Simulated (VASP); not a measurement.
# AlN (Cmcm) in VASP: a series of runs

Runs on AlN. Level: PBE. Tasks: single point.

All numbers are computed with VASP 6.6.1; they aren't measurements. Logs are shortened: lines on timing, memory, paths and dates and some standing lists are left out, and cuts for length are marked.

### Step 1. The cell of the first run

The structure is orthorhombic, space group Cmcm (No. 63). The conventional cell has a = 4.071 Å, b = 4.071 Å, c = 4.071 Å, α = 90.00°, β = 90.00°, γ = 90.00°. Within 2.7 Å of Al (site symmetry m2m) lie 6 N at 2.01 to 2.07 Å. N (site symmetry m2m) has 6 Al at 2.01 to 2.07 Å within 2.7 Å.

### Step 2. Single point, PBE

INCAR

```
PREC = Accurate
ENCUT = 520
EDIFF = 1E-6
ISMEAR = 0
SIGMA = 0.05
LREAL = F
LASPH = T
NELM = 80
ALGO = Normal
ISIF = 2
LWAVE = F
LCHARG = F
GGA = PE
NBANDS = 16
```

KPOINTS

```
regular mesh
0
Gamma
  8 8 6
```

POSCAR

```
AlN
1.0
    0.0000000000     -2.0353166207     -2.0353166207
    0.0000000000      2.0353166207     -2.0353166207
    4.0706332413      0.0000000000      0.0000000000
Al N
2 2
Direct
    0.5115952475      0.4884047525      0.0000000000
   -0.0115952475      0.0115952475      0.5000000000
    0.4957933423      0.5042066577      0.5000000000
    0.0042066577      0.9957933423      0.0000000000
```

Potentials or basis: VASP PAW PBE potentials, release 64 (Al, N).

Started as:

```console
$ cat potpaw_PBE.64/Al/POTCAR potpaw_PBE.64/N/POTCAR > POTCAR
$ mpirun -np 1 vasp_std > vasp.out
```

OUTCAR:

```text
PREC = Accurate
   ENCUT = 520
   EDIFF = 1E-6
   ISMEAR = 0
   LREAL = F
   LASPH = T
   NELM = 80
   ISIF = 2
   GGA = PE

 ion  position               nearest neighbor table
   1  0.512  0.488  0.000-   4 2.01   4 2.04   4 2.04   3 2.04   3 2.04   4 2.07   2 2.81   2 2.81
                             2 2.88   2 2.88   2 2.88   2 2.88   2 2.95   2 2.95
   2  0.988  0.012  0.500-   3 2.01   3 2.04   3 2.04   4 2.04   4 2.04   3 2.07   1 2.81   1 2.81
                             1 2.88   1 2.88   1 2.88   1 2.88   1 2.95   1 2.95
   3  0.496  0.504  0.500-   2 2.01   2 2.04   2 2.04   1 2.04   1 2.04   2 2.07
   4  0.004  0.996  0.000-   1 2.01   1 2.04   1 2.04   2 2.04   2 2.04   1 2.07

  LATTYP: Found a simple tetragonal cell.
 ALAT       =     2.8783723687
 C/A-ratio  =     1.4142135623

  Lattice vectors:

 A1 = (   0.0000000000,  -2.0353166207,  -2.0353166207)
 A2 = (   0.0000000000,   2.0353166207,  -2.0353166207)
 A3 = (   4.0706332413,   0.0000000000,   0.0000000000)

Analysis of symmetry for initial positions (statically):
=====================================================================
 Subroutine PRICEL returns:
 Original cell was already a primitive cell.

 Routine SETGRP: Setting up the symmetry group for a
 simple tetragonal supercell.

 Subroutine GETGRP returns: Found  8 space group operations
 (whereof  4 operations were pure point group operations)
 out of a pool of 16 trial point group operations.

The static configuration has the point symmetry C_2v.
 The point group associated with its full space group is D_2h.

Analysis of symmetry for dynamics (positions and initial velocities):
=====================================================================
 Subroutine PRICEL returns:
 Original cell was already a primitive cell.

 Routine SETGRP: Setting up the symmetry group for a
 simple tetragonal supercell.

 Subroutine GETGRP returns: Found  8 space group operations
 (whereof  4 operations were pure point group operations)
 out of a pool of 16 trial point group operations.

The dynamic configuration has the point symmetry C_2v.
 The point group associated with its full space group is D_2h.

 Subroutine INISYM returns: Found  8 space group operations
 (whereof  4 operations are pure point group operations),
 and found     1 'primitive' translations

----------------------------------------------------------------------------------------

                                     Primitive cell

  volume of cell :      33.7253

  direct lattice vectors                    reciprocal lattice vectors
     0.000000000 -2.035316621 -2.035316621     0.000000000 -0.245662024 -0.245662024
     0.000000000  2.035316621 -2.035316621     0.000000000  0.245662024 -0.245662024
     4.070633241  0.000000000  0.000000000     0.245662024  0.000000000  0.000000000

  length of vectors
     2.878372369  2.878372369  4.070633241     0.347418566  0.347418566  0.245662024

  position of ions in fractional coordinates (direct lattice)
     0.511595247  0.488404753  0.000000000
     0.988404753  0.011595247  0.500000000
     0.495793342  0.504206658  0.500000000
     0.004206658  0.995793342  0.000000000

  ion indices of the primitive-cell ions
   primitive index   ion index
                 1           1
                 2           2
                 3           3
                 4           4

----------------------------------------------------------------------------------------

 KPOINTS: regular mesh

Automatic generation of k-mesh.
 Grid dimensions read from file:
 generate k-points for:    8    8    6

 Generating k-lattice:

  Cartesian coordinates                     Fractional coordinates (reciprocal lattice)
     0.000000000 -0.030707753 -0.030707753     0.125000000  0.000000000  0.000000000
     0.000000000  0.030707753 -0.030707753     0.000000000  0.125000000  0.000000000
     0.040943671  0.000000000  0.000000000     0.000000000  0.000000000  0.166666667

  Length of vectors
     0.043427321  0.043427321  0.040943671

  Shift w.r.t. Gamma in fractional coordinates (k-lattice)
     0.000000000  0.000000000  0.000000000

 Subroutine IBZKPT returns following result:
 ===========================================

 Found     84 irreducible k-points:

 Following reciprocal coordinates:
            Coordinates               Weight
  0.000000  0.000000  0.000000      1.000000
  0.125000  0.000000  0.000000      4.000000
  0.250000  0.000000  0.000000      4.000000
  0.375000  0.000000  0.000000      4.000000
  0.500000  0.000000  0.000000      2.000000
  0.125000  0.125000  0.000000      2.000000
[... 16 lines left out ...]
  0.125000  0.000000  0.166667      8.000000
  0.250000  0.000000  0.166667      8.000000
 [... further k-points ...]
   k-points           NKPTS =     84   k-points in BZ     NKDIM =     84   number of bands    NBANDS=     16
   number of dos      NEDOS =    301   number of ions     NIONS =      4
   total plane-waves  NPLWV =  17280
   dimension x,y,z NGX =    24 NGY =   24 NGZ =   30
   dimension x,y,z NGXF=    48 NGYF=   48 NGZF=   60
   ions per type =               2   2
   NGX,Y,Z   is equivalent  to a cutoff of  13.86, 13.86, 12.25 a.u.
   NGXF,Y,Z  is equivalent  to a cutoff of  27.72, 27.72, 24.50 a.u.
 SYSTEM =  unknown system
   PREC   = accura    normal or accurate (medium, high low for compatibility)
   ISTART =      0    job   : 0-new  1-cont  2-samecut
   ICHARG =      2    charge: 1-file 2-atom 10-const
   ISPIN  =      1    spin polarized calculation?
   LNONCOLLINEAR =      F non collinear calculations
   LSORBIT =      F    spin-orbit coupling
   LASPH  =      T    aspherical Exc in radial PAW
   ENCUT  =  520.0 eV  38.22 Ry    6.18 a.u.   5.35  5.35  7.57*2*pi/ulx,y,z
   NELM   =     80;   NELMIN=  2; NELMDL= -5     # of ELM steps
   EDIFF  = 0.1E-05   stopping-criterion for ELM
   LREAL  =      F    real-space projection
[... 7 lines left out ...]
   TEBEG  =    0.0;   TEEND  =   0.0 temperature during run
   PSTRESS=    0.0 pullay stress
   NELECT =      16.0000    total number of electrons
   NUPDOWN=      -1.0000    fix difference up-down
   EMIN   =  10.00;   EMAX   =-10.00  energy-range for DOS
   EFERMI =   0.00;   METHOD = LEGACY
   ISMEAR =     0;   SIGMA  =   0.05  broadening in eV -4-tet -1-fermi 0-gaus
   EFERMI_NEDOS =   21; number of points for ismear=-14 and -15
   IALGO  =     38    algorithm
   IMIX   =      4    mixing-type and parameters
     AMIX     =   0.40;   BMIX     =  1.00
     AMIX_MAG =   1.60;   BMIX_MAG =  1.00
  volume/ion in A,a.u.               =       8.43        56.90
  Fermi-wavevector in a.u.,A,eV,Ry     =   1.276820  2.412839 22.181144  1.630268
  Thomas-Fermi vector in A             =   2.409454
   LORBIT       =      0    0 simple, 1 ext, 2 COOP (PROOUT), +10 PAW based schemes
   GGA     = PE    functional components
   LHFCALC =     F    Hartree Fock is set to
   AEXX    =    0.0000 exact exchange contribution
   IVDW    =     0    specifies the selected vdW correction
   LEPSILON=     F    determine dielectric tensor
   LRPA    =     F    only Hartree local field effects (RPA)
 non-spin polarized calculation
 Gauss-broadening in eV      SIGMA  =   0.05
  energy-cutoff  :      520.00
  volume of cell :       33.73
 maximum number of plane-waves:       928
 NGX is ok and might be reduce to    24
   NGX = 11   NGY = 11   NGZ = 15

 number of electron      16.0000000 magnetization

 Free energy of the ion-electron system (eV)
  ---------------------------------------------------
  ext. energy  EPLUGINS =         0.00000000
  ---------------------------------------------------
  free energy    TOTEN  =       -29.06752673 eV

  energy without entropy =      -29.06752673  energy(sigma->0) =      -29.06752673

 E-fermi :   9.9962     XC(G=0): -12.1908

 val. band max:        9.7049627122   @ k =   0.0000   0.0000   0.0000
 cond. band min:      14.1044182881   @ k =   0.5000   0.5000   0.0000
 fundamental gap:      4.3994555759
 Fermi energy:         9.9961688755

 k-point     1 :       0.0000    0.0000    0.0000
  band No.  band energies     occupation
      1      -7.6680      2.00000
      2      -3.5353      2.00000
      3       2.4578      2.00000
      4       6.9573      2.00000
      5       6.9587      2.00000
      6       9.6939      2.00000
[... 8 lines left out ...]
     15      23.5912      0.00000
     16      26.6283      0.00000

 k-point     2 :       0.1250    0.0000    0.0000
  band No.  band energies     occupation
      1      -7.4585      2.00000
      2      -3.4999      2.00000
      3       2.6721      2.00000
      4       5.9540      2.00000
      5       7.0872      2.00000
      6       8.7392      2.00000
[... 8 lines left out ...]
     15      23.2594      0.00000
     16      25.0751      0.00000

 k-point     3 :       0.2500    0.0000    0.0000
  band No.  band energies     occupation
      1      -6.8496      2.00000
      2      -3.5166      2.00000
      3       3.3049      2.00000
      4       4.3346      2.00000
      5       6.8851      2.00000
      6       7.4583      2.00000
[... 8 lines left out ...]
     15      23.0213      0.00000
     16      23.1602      0.00000

 k-point     4 :       0.3750    0.0000    0.0000
  band No.  band energies     occupation
      1      -5.9128      2.00000
      2      -3.9120      2.00000
      3       3.4882      2.00000
      4       4.3224      2.00000
      5       5.1037      2.00000
      6       7.1271      2.00000
[... 8 lines left out ...]
     15      22.1328      0.00000
     16      22.8342      0.00000

 k-point     5 :       0.5000    0.0000    0.0000
  band No.  band energies     occupation
      1      -4.8201      2.00000
      2      -4.8199      2.00000
      3       3.8277      2.00000
      4       3.8438      2.00000
      5       5.6421      2.00000
      6       5.6545      2.00000
[... 8 lines left out ...]
     15      21.9590      0.00000
     16      22.1801      0.00000

 k-point     6 :       0.1250    0.1250    0.0000
  band No.  band energies     occupation
      1      -7.2518      2.00000
      2      -3.4603      2.00000
      3       2.8844      2.00000
      4       5.8620      2.00000
      5       6.3524      2.00000
      6       8.3312      2.00000
[... 8 lines left out ...]
     15      22.8010      0.00000
     16      23.0987      0.00000

 k-point     7 :      -0.1250    0.1250    0.0000
  band No.  band energies     occupation
      1      -7.2518      2.00000
      2      -3.4603      2.00000
      3       2.8844      2.00000
      4       5.8624      2.00000
      5       6.3525      2.00000
      6       8.3286      2.00000
[... 8 lines left out ...]
     15      23.1005      0.00000
     16      23.1413      0.00000

 k-point     8 :       0.2500    0.1250    0.0000
  band No.  band energies     occupation
      1      -6.6520      2.00000
      2      -3.4586      2.00000
      3       3.5104      2.00000
      4       4.4075      2.00000
      5       6.6245      2.00000
      6       6.7435      2.00000
[... 8 lines left out ...]
     15      22.7437      0.00000
     16      23.5543      0.00000

 k-point     9 :      -0.1250    0.2500    0.0000
  band No.  band energies     occupation
      1      -6.6520      2.00000
      2      -3.4585      2.00000
      3       3.5104      2.00000
      4       4.4074      2.00000
      5       6.6355      2.00000
      6       6.7321      2.00000
[... 8 lines left out ...]
     15      22.8051      0.00000
     16      23.5153      0.00000
[... 172 lines left out ...]
 k-point    19 :      -0.3750    0.3750    0.0000
  band No.  band energies     occupation
      1      -4.4876      2.00000
      2      -3.4605      2.00000
      3       2.8841      2.00000
      4       3.6190      2.00000
      5       5.8633      2.00000
      6       6.3525      2.00000
[... 8 lines left out ...]
     15      24.2909      0.00000
     16      25.9709      0.00000

 k-point    20 :       0.5000    0.3750    0.0000
  band No.  band energies     occupation
      1      -3.7804      2.00000
      2      -3.7791      2.00000
      3       2.8562      2.00000
      4       2.8639      2.00000
      5       6.7130      2.00000
      6       6.7206      2.00000
[... 8 lines left out ...]
     15      25.7403      0.00000
     16      25.8197      0.00000

 k-point    21 :       0.5000    0.5000    0.0000
  band No.  band energies     occupation
      1      -3.5359      2.00000
      2      -3.5357      2.00000
      3       2.4576      2.00000
      4       2.4583      2.00000
      5       6.9569      2.00000
      6       6.9575      2.00000
[... 8 lines left out ...]
     15      26.6338      0.00000
     16      26.6383      0.00000

 k-point    22 :       0.0000    0.0000    0.1667
  band No.  band energies     occupation
      1      -7.4815      2.00000
      2      -4.0082      2.00000
      3       3.0221      2.00000
      4       7.0953      2.00000
      5       7.0971      2.00000
      6       9.0183      2.00000
[... 8 lines left out ...]
     15      23.1211      0.00000
     16      24.5761      0.00000

 k-point    23 :       0.1250    0.0000    0.1667
  band No.  band energies     occupation
      1      -7.2751      2.00000
      2      -3.9309      2.00000
      3       3.0991      2.00000
      4       6.2233      2.00000
      5       7.2193      2.00000
      6       7.9158      2.00000
[... 8 lines left out ...]
     15      22.7312      0.00000
     16      24.8395      0.00000

 k-point    24 :       0.2500    0.0000    0.1667
  band No.  band energies     occupation
      1      -6.6769      2.00000
      2      -3.8108      2.00000
      3       2.9998      2.00000
      4       5.2254      2.00000
      5       6.0463      2.00000
      6       7.5704      2.00000
[... 8 lines left out ...]
     15      22.1484      0.00000
     16      23.7380      0.00000

 [... further k-points ...]
[... 5 lines left out ...]
  --------------------------------------------------------------------------------------
  -------------------------------------------------------------------------------------
  Total       -0.0131043      0.0386957     -0.0944933      0.0000000      0.0000000      0.0000000
  in kB       -0.6225439      1.8383022     -4.4890636      0.0000000      0.0000000      0.0000000
  external PRESSURE =      -1.0911018 kB  Pullay stress =       0.0000000 kB

 VOLUME and BASIS-vectors are now :
 -----------------------------------------------------------------------------
  energy-cutoff  :      520.00
  volume of cell :       33.73
      direct lattice vectors                 reciprocal lattice vectors
     0.000000000 -2.035316621 -2.035316621     0.000000000 -0.245662024 -0.245662024
     0.000000000  2.035316621 -2.035316621     0.000000000  0.245662024 -0.245662024
     4.070633241  0.000000000  0.000000000     0.245662024  0.000000000  0.000000000

 POSITION                                       TOTAL-FORCE (eV/Angst)
 -----------------------------------------------------------------------------------
      0.00000     -0.04720     -2.03532         0.000000      0.479429      0.000000
      2.03532     -1.98812     -2.03532         0.000000     -0.479429      0.000000
      2.03532      0.01712     -2.03532         0.000000     -0.088291      0.000000
      0.00000      2.01819     -2.03532         0.000000      0.088291      0.000000
 -----------------------------------------------------------------------------------
    total drift:                               -0.000000      0.000000     -0.000000

  FREE ENERGIE OF THE ION-ELECTRON SYSTEM (eV)
  ---------------------------------------------------
  free  energy   TOTEN  =       -29.0675267291 eV

  energy  without entropy=      -29.0675267291  energy(sigma->0) =      -29.06752673
```

Run time: 22 s. Hardware: 1 thread of Intel Xeon Platinum 8259CL at 2.50GHz (Skylake/Cascade Lake), shared host; peak memory 0.16 GiB.

Results:

* Free energy: -29.0675 eV
* Pressure: -0.1 GPa
* Largest force: 0.479 eV/Å
* Band gap on the k mesh: 4.40 eV

Forces on the atoms (eV/Å):
```
Al   0.000  0.479  0.000
Al   0.000 -0.479  0.000
N    0.000 -0.088  0.000
N    0.000  0.088  0.000
```

Levels at points of the mesh, in eV from the valence-band top:
```
           k point  band 4  band 5  band 6  band 7  band 8  band 9  band 10  band 11  band 12  band 13
(0.00, 0.00, 0.00)   -2.75   -2.75   -0.01    0.00    0.00    4.41     5.33     5.38    12.01    12.10
(0.50, 0.00, 0.00)   -5.86   -4.06   -4.05   -1.11   -1.08    8.13     8.29    10.21    10.25    10.36
(0.50, 0.50, 0.00)   -7.25   -2.75   -2.75   -2.75   -2.74    4.40     4.41     5.32     5.33    13.79
(0.00, 0.00, 0.50)   -3.79   -1.60   -1.60   -1.59   -1.59    7.48     7.48     7.48     7.48    10.98
(0.50, 0.00, 0.50)   -8.18   -1.04   -1.04   -1.04   -1.04    6.00     6.00    10.82    10.82    10.83
(0.50, 0.50, 0.50)   -5.59   -5.59   -5.59   -3.86   -3.86    7.88     7.88    10.58    10.58    10.60
```

(Part 1 of 2 ends here.)
